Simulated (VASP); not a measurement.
# Ta (Im-3m) in VASP: single point with r2SCAN

Aim: the single point of Ta with r2SCAN.

Everything below comes from runs of VASP 6.6.1. Logs are shortened: lines on timing, memory, paths and dates and some standing lists are left out, and cuts for length are marked.

## 1. The cell of the first run

It takes space group Im-3m (No. 229, cubic). The conventional cell has a = 3.305 Å, b = 3.305 Å, c = 3.305 Å, α = 90.00°, β = 90.00°, γ = 90.00°. Ta (site symmetry m-3m) has 14 Ta at 2.86 to 3.30 Å within 3.8 Å.

## 2. Single point, r2SCAN

File POSCAR:

```
Ta
1.0
    2.8618444457      0.0000000000      0.0000000000
   -0.9539481486      2.6981728190      0.0000000000
    0.9539481486      1.3490864095      2.3366862051
Ta
1
Direct
    0.0000000000      0.0000000000      0.0000000000
```

File INCAR.step1:

```
SYSTEM = Ta
PREC = Accurate ; ENCUT = 550
ISMEAR = 0 ; SIGMA = 0.1
LREAL = .FALSE. ; LASPH = .TRUE.
NELM = 120 ; NBANDS = 12
ISYM = 0 ; GGA = PE
ALGO = Normal ; EDIFF = 1E-5
LWAVE = .TRUE. ; LCHARG = .FALSE.
GGA_COMPAT = .FALSE.
```

File INCAR.step2:

```
SYSTEM = Ta
PREC = Accurate ; ENCUT = 550
EDIFF = 1E-6 ; ISMEAR = 0
SIGMA = 0.1 ; LREAL = .FALSE.
LASPH = .TRUE. ; NELM = 120
ALGO = Normal ; ISIF = 2
LWAVE = .FALSE. ; LCHARG = .FALSE.
METAGGA = R2SCAN ; LMIXTAU = .TRUE.
NBANDS = 12 ; ISYM = 0
ISTART = 1 ; GGA_COMPAT = .FALSE.
```

File KPOINTS:

```
regular mesh
0
G
  13 13 15
  0 0 0
```

Potentials or basis: VASP PAW PBE potentials, release 64 (Ta_pv).

Started as:

```sh
$ cat potpaw_PBE.64/Ta_pv/POTCAR > POTCAR
$ cp INCAR.step1 INCAR
$ mpirun -np 1 vasp_std > vasp.out
$ cp INCAR.step2 INCAR
$ mpirun -np 1 vasp_std > vasp.out
```

OUTCAR:

```text
SYSTEM = Ta
   PREC = Accurate
   ENCUT = 550
   EDIFF = 1E-6
   ISMEAR = 0
   LREAL = .FALSE.
   LASPH = .TRUE.
   NELM = 120
   ISIF = 2
   METAGGA = R2SCAN
   ISYM = 0
   ISTART = 1

 ion  position               nearest neighbor table
   1  0.000  0.000  0.000-

IMPORTANT INFORMATION: All symmetrisations will be switched off!
NOSYMM: (Re-)initialisation of all symmetry stuff for point group C_1.

----------------------------------------------------------------------------------------

                                     Primitive cell

  volume of cell :      18.0433

  direct lattice vectors                    reciprocal lattice vectors
     2.861844446  0.000000000  0.000000000     0.349425002  0.123540394 -0.213978239
    -0.953948149  2.698172819  0.000000000     0.000000000  0.370621182 -0.213978239
     0.953948149  1.349086409  2.336686205     0.000000000  0.000000000  0.427956479

  length of vectors
     2.861844446  2.861844446  2.861844446     0.427956479  0.427956479  0.427956479

  position of ions in fractional coordinates (direct lattice)
     0.000000000  0.000000000  0.000000000

  ion indices of the primitive-cell ions
   primitive index   ion index
                 1           1

----------------------------------------------------------------------------------------

 KPOINTS: regular mesh

Automatic generation of k-mesh.
 Grid dimensions read from file:
 generate k-points for:   13   13   15

 Generating k-lattice:

  Cartesian coordinates                     Fractional coordinates (reciprocal lattice)
     0.026878846  0.009503107 -0.016459865     0.076923077  0.000000000  0.000000000
     0.000000000  0.028509322 -0.016459865     0.000000000  0.076923077  0.000000000
     0.000000000  0.000000000  0.028530432     0.000000000  0.000000000  0.066666667

  Length of vectors
     0.032919729  0.032919729  0.028530432

  Shift w.r.t. Gamma in fractional coordinates (k-lattice)
     0.000000000  0.000000000  0.000000000

 -----------------------------------------------------------------------------
|                                                                             |
|           W    W    AA    RRRRR   N    N  II  N    N   GGGG   !!!           |
|           W    W   A  A   R    R  NN   N  II  NN   N  G    G  !!!           |
|           W    W  A    A  R    R  N N  N  II  N N  N  G       !!!           |
|           W WW W  AAAAAA  RRRRR   N  N N  II  N  N N  G  GGG   !            |
|           WW  WW  A    A  R   R   N   NN  II  N   NN  G    G                |
|           W    W  A    A  R    R  N    N  II  N    N   GGGG   !!!           |
|                                                                             |
|     Your reciprocal lattice and k-lattice belong to different lattice       |
|     classes:                                                                |
[... 77 lines left out ...]
   EFERMI_NEDOS =   21; number of points for ismear=-14 and -15
   IALGO  =     38    algorithm
   IMIX   =      4    mixing-type and parameters
     AMIX     =   0.40;   BMIX     =  1.00
     AMIX_MAG =   1.60;   BMIX_MAG =  1.00
  volume/ion in A,a.u.               =      18.04       121.76
  Fermi-wavevector in a.u.,A,eV,Ry     =   1.388141  2.623207 26.217558  1.926936
  Thomas-Fermi vector in A             =   2.512296
   LORBIT       =      0    0 simple, 1 ext, 2 COOP (PROOUT), +10 PAW based schemes
   METAGGA = R2SCAN    functional components
   LHFCALC =     F    Hartree Fock is set to
   AEXX    =    0.0000 exact exchange contribution
   IVDW    =     0    specifies the selected vdW correction
   LEPSILON=     F    determine dielectric tensor
   LRPA    =     F    only Hartree local field effects (RPA)
 non-spin polarized calculation
 Gauss-broadening in eV      SIGMA  =   0.10
  energy-cutoff  :      550.00
  volume of cell :       18.04
 maximum number of plane-waves:       546
 NGX is ok and might be reduce to    24
   NGX = 11   NGY = 11   NGZ = 11

 number of electron      11.0000002 magnetization

 Free energy of the ion-electron system (eV)
  ---------------------------------------------------
  ext. energy  EPLUGINS =         0.00000000
  ---------------------------------------------------
  free energy    TOTEN  =       -48.58361815 eV

  energy without entropy =      -48.57770960  energy(sigma->0) =      -48.58066387

 E-fermi :   5.2884     XC(G=0): -13.7617

 val. band max:        5.2876936132   @ k =   0.2308  -0.0769   0.0667
 cond. band min:       5.2884537238   @ k =   0.0769   0.3077   0.2000
 fundamental gap:      0.0007601106
 Fermi energy:         5.2883681411

 k-point     1 :       0.0000    0.0000    0.0000
  band No.  band energies     occupation
      1     -28.9243      2.00000
      2     -28.9227      2.00000
      3     -28.9220      2.00000
      4      -3.0119      2.00000
      5       6.1502      0.00000
      6       6.1503      0.00000
      7       6.1524      0.00000
      8       9.6329      0.00000
      9       9.6330      0.00000
     10      17.4058      0.00000
     11      21.0785      0.00000
     12      21.0786      0.00000
[... 331 lines left out ...]
 k-point    24 :       0.2308    0.1538    0.0000
  band No.  band energies     occupation
      1     -29.8036      2.00000
      2     -29.2346      2.00000
      3     -29.0074      2.00000
      4       0.8024      2.00000
      5       4.2669      2.00000
      6       4.6896      2.00000
      7       8.7482      0.00000
      8      10.4264      0.00000
      9      11.0777      0.00000
     10      17.4015      0.00000
     11      19.9143      0.00000
     12      22.0604      0.00000

 [... further k-points ...]

------------------------ aborting loop because EDIFF is reached ----------------------------------------

  FORCE on cell =-STRESS in cart. coord.  units (eV):
  Direction    XX          YY          ZZ          XY          YZ          ZX
  --------------------------------------------------------------------------------------
  -------------------------------------------------------------------------------------
  Total        0.0964738      0.0878444      0.1088446     -0.0122038     -0.0183313     -0.0129622
  in kB        8.5665076      7.8002536      9.6649893     -1.0836482     -1.6277489     -1.1509937
  external PRESSURE =       8.6772502 kB  Pullay stress =       0.0000000 kB

 VOLUME and BASIS-vectors are now :
 -----------------------------------------------------------------------------
  energy-cutoff  :      550.00
  volume of cell :       18.04
      direct lattice vectors                 reciprocal lattice vectors
     2.861844446  0.000000000  0.000000000     0.349425002  0.123540394 -0.213978239
    -0.953948149  2.698172819  0.000000000     0.000000000  0.370621182 -0.213978239
     0.953948149  1.349086409  2.336686205     0.000000000  0.000000000  0.427956479

 POSITION                                       TOTAL-FORCE (eV/Angst)
 -----------------------------------------------------------------------------------
      0.00000      0.00000      0.00000        -0.000000     -0.000000      0.000000
 -----------------------------------------------------------------------------------
    total drift:                               -0.000000     -0.000000      0.000000

  FREE ENERGIE OF THE ION-ELECTRON SYSTEM (eV)
  ---------------------------------------------------
  free  energy   TOTEN  =       -48.5836181480 eV

  energy  without entropy=      -48.5777095989  energy(sigma->0) =      -48.58066387
```

Wall time 5.4 min (1 thread of Intel Xeon Platinum 8488C (Sapphire Rapids), shared host); peak memory 0.39 GiB.

Results:

* Free energy: -48.5836 eV
* Pressure: 0.9 GPa
* Band gap on the k mesh: zero (an odd number of electrons rules out a gap without spin polarisation)

Levels at points of the mesh, in eV from the Fermi level:
| k point | band 2 | band 3 | band 4 | band 5 | band 6 | band 7 | band 8 | band 9 | band 10 | band 11 |
| --- | --- | --- | --- | --- | --- | --- | --- | --- | --- | --- |
| (0.00, 0.00, 0.00) | -34.21 | -34.21 | -8.30 | 0.86 | 0.86 | 0.86 | 4.34 | 4.34 | 12.12 | 15.79 |

Caveat: the PAW data sets were made with another functional, which shifts forces and pressure a little; spin-orbit coupling is left out, which moves the levels of the heavy elements.
